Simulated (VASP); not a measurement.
# Ta16Cu in VASP: notebook

Ta16Cu is run at these levels: PBE+D3(BJ); tasks: single point.

Everything below comes from runs of VASP 6.6.1. Logs are shortened: lines on timing, memory, paths and dates and some standing lists are left out, and cuts for length are marked.

## 1. The cell of the first run

The cell holds a slab with vacuum, 17 atoms: a = 6.570 Å, b = 6.570 Å, c = 21.910 Å, α = 90.00°, β = 90.00°, γ = 90.00°.

## 2. Single point, PBE+D3(BJ)

Input file INCAR:

```
SYSTEM = Ta16Cu
  ALGO = Normal
  DIPOL = 0.5 0.5 0.308
  EDIFF = 1E-6
  ENCUT = 520
  GGA = PE
  IDIPOL = 3
  ISIF = 2
  ISMEAR = 0
  IVDW = 12
  LASPH = .TRUE.
  LCHARG = .FALSE.
  LDIPOL = .TRUE.
  LREAL = Auto
  LWAVE = .FALSE.
  NBANDS = 108
  NELM = 60
  PREC = Accurate
  SIGMA = 0.1
```

Input file KPOINTS:

```
k-points
0
G
  4 4 1
  0 0 0
```

Input file POSCAR:

```
Ta16Cu
1.0
    6.5699959905      0.0000000000      0.0000000000
    0.0000000000      6.5699959905      0.0000000000
    0.0000000000      0.0000000000     21.9099229040
Ta Cu
16 1
Direct
    0.2500000000      0.2500000000      0.1825656812
    0.2500000000      0.7500000000      0.1825656812
    0.7500000000      0.2500000000      0.1825656812
    0.7500000000      0.7500000000      0.1825656812
    0.0000000000      0.0000000000      0.2575316683
    0.0000000000      0.5000000000      0.2575316683
    0.5000000000      0.0000000000      0.2575316683
    0.5000000000      0.5000000000      0.2575316683
    0.2500000000      0.2500000000      0.3326484497
    0.2500000000      0.7500000000      0.3326484497
    0.7500000000      0.2500000000      0.3326484497
    0.7500000000      0.7500000000      0.3326484497
    0.0000000000      0.0000000000      0.4020973941
    0.0000000000      0.5000000000      0.4020973941
    0.5000000000      0.0000000000      0.4020973941
    0.5000000000      0.5000000000      0.4020973941
    0.0000000000      0.0000000000      0.5435857970
```

Potentials or basis: VASP PAW PBE potentials, release 64 (Ta_pv, Cu).

Started as:

```console
$ cat potpaw_PBE.64/Ta_pv/POTCAR potpaw_PBE.64/Cu/POTCAR > POTCAR
$ mpirun -np 1 vasp_std > vasp.out
```

OUTCAR:

```text
SYSTEM = Ta16Cu
   EDIFF = 1E-6
   ENCUT = 520
   GGA = PE
   ISIF = 2
   ISMEAR = 0
   IVDW = 12
   LASPH = .TRUE.
   LREAL = Auto
   NELM = 60
   PREC = Accurate
 IVDW          = 12

 ion  position               nearest neighbor table
   1  0.250  0.250  0.183-   5 2.84   6 2.84   7 2.84   8 2.84   2 3.28   3 3.28   2 3.28   3 3.28
                             9 3.29
   2  0.250  0.750  0.183-   5 2.84   6 2.84   7 2.84   8 2.84   1 3.28   4 3.28   1 3.28   4 3.28
                            10 3.29
   3  0.750  0.250  0.183-   5 2.84   6 2.84   7 2.84   8 2.84   1 3.28   4 3.28   4 3.28   1 3.28
                            11 3.29
   4  0.750  0.750  0.183-   5 2.84   6 2.84   7 2.84   8 2.84   2 3.28   3 3.28   3 3.28   2 3.28
                            12 3.29
   5  0.000  0.000  0.258-   1 2.84   2 2.84   3 2.84   4 2.84   9 2.85  10 2.85  11 2.85  12 2.85
                            13 3.17   7 3.28   6 3.28   6 3.28   7 3.28
   6  0.000  0.500  0.258-   1 2.84   2 2.84   3 2.84   4 2.84   9 2.85  10 2.85  11 2.85  12 2.85
                            14 3.17   8 3.28   5 3.28   5 3.28   8 3.28
   7  0.500  0.000  0.258-   1 2.84   2 2.84   3 2.84   4 2.84   9 2.85  10 2.85  11 2.85  12 2.85
                            15 3.17   8 3.28   5 3.28   8 3.28   5 3.28
   8  0.500  0.500  0.258-   1 2.84   2 2.84   3 2.84   4 2.84   9 2.85  10 2.85  11 2.85  12 2.85
                            16 3.17   7 3.28   6 3.28   7 3.28   6 3.28
   9  0.250  0.250  0.333-  13 2.78  14 2.78  15 2.78  16 2.78   5 2.85   6 2.85   7 2.85   8 2.85
                            10 3.28  11 3.28  10 3.28  11 3.28   1 3.29
  10  0.250  0.750  0.333-  13 2.78  14 2.78  15 2.78  16 2.78   5 2.85   6 2.85   7 2.85   8 2.85
                             9 3.28  12 3.28   9 3.28  12 3.28   2 3.29
  11  0.750  0.250  0.333-  13 2.78  14 2.78  15 2.78  16 2.78   5 2.85   6 2.85   7 2.85   8 2.85
                             9 3.28  12 3.28  12 3.28   9 3.28   3 3.29
  12  0.750  0.750  0.333-  13 2.78  14 2.78  15 2.78  16 2.78   5 2.85   6 2.85   7 2.85   8 2.85
                            10 3.28  11 3.28  11 3.28  10 3.28   4 3.29
  13  0.000  0.000  0.402-   9 2.78  10 2.78  11 2.78  12 2.78  17 3.10   5 3.17  15 3.28  14 3.28
                            14 3.28  15 3.28
  14  0.000  0.500  0.402-   9 2.78  10 2.78  11 2.78  12 2.78   6 3.17  13 3.28  16 3.28  13 3.28
                            16 3.28
  15  0.500  0.000  0.402-   9 2.78  10 2.78  11 2.78  12 2.78   7 3.17  13 3.28  16 3.28  16 3.28
                            13 3.28
  16  0.500  0.500  0.402-   9 2.78  10 2.78  11 2.78  12 2.78   8 3.17  14 3.28  15 3.28  15 3.28
                            14 3.28
  17  0.000  0.000  0.544-  13 3.10

  LATTYP: Found a simple tetragonal cell.
 ALAT       =     6.5699959905
 C/A-ratio  =     3.3348457040

  Lattice vectors:

 A1 = (   6.5699959905,   0.0000000000,   0.0000000000)
 A2 = (   0.0000000000,   6.5699959905,   0.0000000000)
 A3 = (   0.0000000000,   0.0000000000,  21.9099229040)

Analysis of symmetry for initial positions (statically):
=====================================================================
 Subroutine PRICEL returns:
 Original cell was already a primitive cell.

 Routine SETGRP: Setting up the symmetry group for a
 simple tetragonal supercell.

 Subroutine GETGRP returns: Found  8 space group operations
 (whereof  8 operations were pure point group operations)
 out of a pool of 16 trial point group operations.

The static configuration has the point symmetry C_4v.

Analysis of symmetry for dynamics (positions and initial velocities):
=====================================================================
 Subroutine PRICEL returns:
 Original cell was already a primitive cell.

 Routine SETGRP: Setting up the symmetry group for a
 simple tetragonal supercell.

 Subroutine GETGRP returns: Found  8 space group operations
 (whereof  8 operations were pure point group operations)
 out of a pool of 16 trial point group operations.

The dynamic configuration has the point symmetry C_4v.

 Subroutine INISYM returns: Found  8 space group operations
 (whereof  8 operations are pure point group operations),
 and found     1 'primitive' translations

----------------------------------------------------------------------------------------

                                     Primitive cell

  volume of cell :     945.7385

  direct lattice vectors                    reciprocal lattice vectors
     6.569995990  0.000000000  0.000000000     0.152207094  0.000000000  0.000000000
     0.000000000  6.569995990  0.000000000     0.000000000  0.152207094  0.000000000
     0.000000000  0.000000000 21.909922904     0.000000000  0.000000000  0.045641420

  length of vectors
     6.569995990  6.569995990 21.909922904     0.152207094  0.152207094  0.045641420

[... 61 lines left out ...]
 ===========================================

 Found      6 irreducible k-points:

 Following reciprocal coordinates:
            Coordinates               Weight
  0.000000  0.000000  0.000000      1.000000
  0.250000  0.000000  0.000000      4.000000
  0.500000  0.000000  0.000000      2.000000
  0.250000  0.250000  0.000000      4.000000
  0.500000  0.250000  0.000000      4.000000
  0.500000  0.500000  0.000000      1.000000
   k-points           NKPTS =      6   k-points in BZ     NKDIM =      6   number of bands    NBANDS=    108
   number of dos      NEDOS =    301   number of ions     NIONS =     17
   total plane-waves  NPLWV = 420000
   dimension x,y,z NGX =    50 NGY =   50 NGZ =  168
   dimension x,y,z NGXF=   100 NGYF=  100 NGZF=  336
   ions per type =              16   1
   NGX,Y,Z   is equivalent  to a cutoff of  12.65, 12.65, 12.75 a.u.
   NGXF,Y,Z  is equivalent  to a cutoff of  25.30, 25.30, 25.49 a.u.
 SYSTEM =  Ta16Cu
   PREC   = accura    normal or accurate (medium, high low for compatibility)
   ISTART =      0    job   : 0-new  1-cont  2-samecut
   ICHARG =      2    charge: 1-file 2-atom 10-const
   ISPIN  =      1    spin polarized calculation?
   LNONCOLLINEAR =      F non collinear calculations
   LSORBIT =      F    spin-orbit coupling
   LASPH  =      T    aspherical Exc in radial PAW
   ENCUT  =  520.0 eV  38.22 Ry    6.18 a.u.  12.22 12.22 40.74*2*pi/ulx,y,z
   NELM   =     60;   NELMIN=  2; NELMDL= -5     # of ELM steps
   EDIFF  = 0.1E-05   stopping-criterion for ELM
   LREAL  =      T    real-space projection
   EDIFFG = 0.1E-04   stopping-criterion for IOM
   NSW    =      0    number of steps for IOM
   IBRION =     -1    ionic relax: 0-MD 1-quasi-New 2-CG
   NFREE  =      0    steps in history (QN), initial steepest desc. (CG)
   ISIF   =      2    stress and relaxation
   ISYM   =      2    0-nonsym 1-usesym 2-fastsym
   POTIM  = 0.5000    time-step for ionic-motion
   TEBEG  =    0.0;   TEEND  =   0.0 temperature during run
   PSTRESS=    0.0 pullay stress
   NELECT =     187.0000    total number of electrons
   NUPDOWN=      -1.0000    fix difference up-down
   EMIN   =  10.00;   EMAX   =-10.00  energy-range for DOS
   EFERMI =   0.00;   METHOD = LEGACY
   ISMEAR =     0;   SIGMA  =   0.10  broadening in eV -4-tet -1-fermi 0-gaus
   EFERMI_NEDOS =   21; number of points for ismear=-14 and -15
   IALGO  =     38    algorithm
   IMIX   =      4    mixing-type and parameters
     AMIX     =   0.40;   BMIX     =  1.00
     AMIX_MAG =   1.60;   BMIX_MAG =  1.00
  volume/ion in A,a.u.               =      55.63       375.42
  Fermi-wavevector in a.u.,A,eV,Ry     =   0.953744  1.802314 12.376227  0.909627
  Thomas-Fermi vector in A             =   2.082427
   LORBIT       =      0    0 simple, 1 ext, 2 COOP (PROOUT), +10 PAW based schemes
   GGA     = PE    functional components
   LHFCALC =     F    Hartree Fock is set to
   AEXX    =    0.0000 exact exchange contribution
   IVDW    =    12    specifies the selected vdW correction
   LEPSILON=     F    determine dielectric tensor
   LRPA    =     F    only Hartree local field effects (RPA)
 non-spin polarized calculation
 Gauss-broadening in eV      SIGMA  =   0.10
  energy-cutoff  :      520.00
  volume of cell :      945.74
 maximum number of plane-waves:     25516
 NGX is ok and might be reduce to    50
   NGX = 25   NGY = 25   NGZ = 81

 dipolmoment           0.000000      0.000000     -4.294167 electrons x Angstroem

 number of electron     186.9999994 magnetization

 dipolmoment           0.000000      0.000000      0.031575 electrons x Angstroem

 Free energy of the ion-electron system (eV)
  ---------------------------------------------------
  ext. energy  EPLUGINS =         0.00000000
  ---------------------------------------------------
  free energy    TOTEN  =      -176.14135562 eV

  energy without entropy =     -176.06471614  energy(sigma->0) =     -176.10303588

 E-fermi :  -0.7674     XC(G=0):  -5.2501

 val. band max:       -0.8280514372   @ k =   0.5000   0.5000   0.0000
 cond. band min:      -0.7478413316   @ k =   0.2500   0.0000   0.0000
 fundamental gap:      0.0802101056
 Fermi energy:        -0.7674104281

 k-point     1 :       0.0000    0.0000    0.0000
  band No.  band energies     occupation
      1     -35.7625      2.00000
      2     -35.7476      2.00000
      3     -35.7404      2.00000
      4     -35.7404      2.00000
      5     -35.7338      2.00000
      6     -35.7338      2.00000
[... 637 lines left out ...]
    104      -0.2892      0.00000
    105      -0.2753      0.00000
 [bands above 105 left out]

------------------------ aborting loop because EDIFF is reached ----------------------------------------

 vacuum level on the upper side and lower side of the slab       (xc-potential included)        -0.113        -0.218

 Edisp (eV)   -6.80835

 E8    (eV) :    -3.7012

  FORCE on cell =-STRESS in cart. coord.  units (eV):
  Direction    XX          YY          ZZ          XY          YZ          ZX
  --------------------------------------------------------------------------------------
  -------------------------------------------------------------------------------------
  Total     -18.92431   -18.92431    -7.11854     0.00000     0.00000     0.00000
  in kB     -32.05970   -32.05970   -12.05953     0.00000     0.00000     0.00000
  external pressure =      -25.39 kB  Pullay stress =        0.00 kB

 VOLUME and BASIS-vectors are now :
 -----------------------------------------------------------------------------
  energy-cutoff  :      520.00
  volume of cell :      945.74
      direct lattice vectors                 reciprocal lattice vectors
     6.569995990  0.000000000  0.000000000     0.152207094  0.000000000  0.000000000
     0.000000000  6.569995990  0.000000000     0.000000000  0.152207094  0.000000000
     0.000000000  0.000000000 21.909922904     0.000000000  0.000000000  0.045641420

 POSITION                                       TOTAL-FORCE (eV/Angst)
 -----------------------------------------------------------------------------------
      1.64250      1.64250      4.00000         0.011344      0.011344      0.499551
      1.64250      4.92750      4.00000         0.011344     -0.011344      0.499551
      4.92750      1.64250      4.00000        -0.011344      0.011344      0.499551
      4.92750      4.92750      4.00000        -0.011344     -0.011344      0.499551
      0.00000      0.00000      5.64250        -0.000000      0.000000     -0.636181
      0.00000      3.28500      5.64250         0.000000      0.000000     -0.505051
[... 9 lines left out ...]
      3.28500      3.28500      8.80992        -0.000000      0.000000     -0.258432
      0.00000      0.00000     11.90992        -0.000000      0.000000     -1.367151
 -----------------------------------------------------------------------------------
    total drift:                                0.000000      0.000000     -0.002266

  FREE ENERGIE OF THE ION-ELECTRON SYSTEM (eV)
  ---------------------------------------------------
  free  energy   TOTEN  =      -182.9497073031 eV

  energy  without entropy=     -182.8730678296  energy(sigma->0) =     -182.91138757

 vacuum level on the upper side and lower side of the slab         3.273         3.167
```

Wall time 64 min (1 thread of Intel Xeon 8259CL, shared host); peak memory 1 GiB.

Results:

```yaml
Free_energy: -182.9497 eV
Largest_force: 1.395 eV/Å
Band_gap_on_the_k_mesh: zero (an odd number of electrons rules out a gap without spin polarisation)
Dispersion_energy_per_atom: -0.400 eV
```

Forces on the atoms (eV/Å):
```
Ta   0.011  0.011  0.500
Ta   0.011 -0.011  0.500
Ta  -0.011  0.011  0.500
Ta  -0.011 -0.011  0.500
Ta   0.000  0.000 -0.636
Ta   0.000  0.000 -0.505
Ta   0.000  0.000 -0.505
Ta   0.000  0.000 -0.507
Ta   0.006  0.006 -0.018
Ta   0.006 -0.006 -0.018
Ta  -0.006  0.006 -0.018
Ta  -0.006 -0.006 -0.018
Ta   0.000  0.000  1.395
Ta   0.000  0.000  0.228
Ta   0.000  0.000  0.228
Ta   0.000  0.000 -0.258
Cu   0.000  0.000 -1.367
```

Caveat: spin-orbit coupling is left out, which moves the levels of the heavy elements.

## 3. Single point, PBE+D3(BJ)

Input file INCAR:

```
SYSTEM = Ta16Cu
PREC = Accurate ; ENCUT = 520
EDIFF = 1E-7 ; ISMEAR = 0
SIGMA = 0.1 ; LREAL = Auto
LASPH = .TRUE. ; NELM = 80
ALGO = Normal ; ISIF = 2
LWAVE = .FALSE. ; LCHARG = .TRUE.
LDIPOL = .TRUE. ; IDIPOL = 3
DIPOL = 0.5 0.5 0.308 ; GGA = PE
IVDW = 12 ; LELF = .TRUE.
LVHAR = .TRUE. ; LVACPOTAV = .TRUE.
NBANDS = 108
```

Input file KPOINTS:

```
Automatic mesh
0
G
  4 4 1
  0 0 0
```

Changes to POSCAR since step 2:

```diff
@@ -24,2 +24,2 @@
     0.5000000000      0.5000000000      0.4020973941
-    0.0000000000      0.0000000000      0.5435857970
+    0.2500000000      0.2500000000      0.5435857970
```

Potentials or basis: VASP PAW PBE potentials, release 64 (Ta_pv, Cu).

Started as:

```console
$ cat potpaw_PBE.64/Ta_pv/POTCAR potpaw_PBE.64/Cu/POTCAR > POTCAR
$ mpirun -np 1 vasp_std > vasp.out
```

Run time: 60 min. Hardware: 1 thread of Intel Xeon 8259CL, shared host; peak memory 1 GiB.

It converged, with:

| Property | Result |
| --- | --- |
| Free energy | -182.8341 eV |
| Largest force | 1.407 eV/Å |
| Band gap on the k mesh | zero (an odd number of electrons rules out a gap without spin polarisation) |
| Dispersion energy per atom | -0.404 eV |

Forces on the atoms (eV/Å):
```
Ta   0.000  0.000  0.544
Ta   0.000  0.000  0.502
Ta   0.000  0.000  0.502
Ta   0.000  0.000  0.442
Ta   0.031  0.031 -0.532
Ta   0.031 -0.031 -0.532
Ta  -0.031  0.031 -0.532
Ta  -0.031 -0.031 -0.532
Ta   0.000  0.000 -0.296
Ta   0.000  0.000  0.051
Ta   0.000  0.000  0.051
Ta   0.000  0.000  0.122
Ta   0.250  0.250  0.405
Ta   0.250 -0.250  0.405
Ta  -0.250  0.250  0.405
Ta  -0.250 -0.250  0.405
Cu   0.000  0.000 -1.407
```

Levels at points of the mesh, in eV from the Fermi level:
```csv
k point,band 89,band 90,band 91,band 92,band 93,band 94,band 95,band 96,band 97,band 98
"(0.00, 0.00, 0.00)",-0.11,-0.09,-0.07,-0.03,0.14,0.14,0.18,0.18,0.37,0.37
"(0.50, 0.00, 0.00)",-0.65,-0.57,-0.44,-0.41,-0.36,-0.05,0.13,0.31,0.31,0.38
"(0.50, 0.50, 0.00)",-0.98,-0.91,-0.88,-0.87,-0.87,-0.44,-0.13,-0.12,-0.12,-0.05
```

Caveat: spin-orbit coupling is left out, which moves the levels of the heavy elements.
